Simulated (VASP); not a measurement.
Input of a VASP 6.6.1 run:

The input INCAR:

```
SYSTEM = Zr3O
PREC = Accurate ; ENCUT = 520
EDIFF = 1E-7 ; ISMEAR = 0
SIGMA = 0.15 ; LREAL = .FALSE.
LASPH = .TRUE. ; NELM = 100
ALGO = Normal ; ISIF = 2
LWAVE = .FALSE. ; LCHARG = .TRUE.
GGA = PS ; LELF = .TRUE.
LVHAR = .TRUE. ; NBANDS = 52
```

The input KPOINTS:

```
Automatic mesh
0
G
  9 9 8
  0 0 0
```

The input POSCAR:

```
Zr3O
1.0
    5.5250015459      0.0000000000      0.0000000000
   -2.7625007729      4.7847916947      0.0000000000
    0.0000000000      0.0000000000      5.2669839737
Zr O
6 2
Direct
    0.3260414843      0.0000000000      0.0000000000
    0.3260414843      0.3260414843      0.5000000000
    0.0000000000      0.3260414843      0.0000000000
    0.6739585157      0.0000000000      0.5000000000
    0.6739585157      0.6739585157      0.0000000000
    0.0000000000      0.6739585157      0.5000000000
    0.3333333333      0.6666666667      0.2500000000
    0.6666666667      0.3333333333      0.7500000000
```

Potentials or basis: VASP PAW PBE potentials, release 64 (Zr_sv, O).

The run is started by

```bash
$ cat potpaw_PBE.64/Zr_sv/POTCAR potpaw_PBE.64/O/POTCAR > POTCAR
$ mpirun -np 1 vasp_std > vasp.out
```

(1) What does it give for the pressure?

(2) Estimate the largest force.

## Answers

(1) -1.1 GPa.

(2) 1.166 eV/Å.

Caveat: the PAW data sets were made with another functional, which shifts forces and pressure a little.
